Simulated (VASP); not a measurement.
Input of a VASP 6.6.1 run:

The input INCAR:

```
SYSTEM = C
PREC = Accurate
ENCUT = 600
EDIFF = 1E-6
ISMEAR = 0
SIGMA = 0.01
LREAL = .FALSE.
LASPH = .TRUE.
NELM = 120
ALGO = Normal
ISIF = 2
LWAVE = .FALSE.
LCHARG = .FALSE.
GGA = PS
NBANDS = 16
GGA_COMPAT = .FALSE.
```

Contents of KPOINTS:

```
regular mesh
0
G
  10 10 4
  0 0 0
```

Contents of POSCAR:

```
C
1.0
    2.4333273143      0.0000000000      0.0000000000
   -1.2166636572      2.1073232699      0.0000000000
    0.0000000000      0.0000000000      5.7051526792
C
4
Direct
    0.0000000000      0.0000000000      0.0025000000
    0.0000000000      0.0000000000      0.5025000000
    0.3333333333      0.6666666667      0.0025000000
    0.6666666667      0.3333333333      0.5025000000
```

Potentials or basis: VASP PAW PBE potentials, release 64 (C).

Launch:

```sh
$ cat potpaw_PBE.64/C/POTCAR > POTCAR
$ mpirun -np 1 vasp_std > vasp.out
```

Question: What does it give for the pressure?

Answer: 15.3 GPa.

Stress tensor (GPa, compression positive):
```
15.65  0.00  0.00
 0.00 15.65  0.00
 0.00  0.00 14.53
```

Caveat: the cell stands under pressure; this functional lacks dispersion, which binds the layers, so the pressure and a relaxed spacing across them are unreliable; the PAW data sets were made with another functional, which shifts forces and pressure a little.
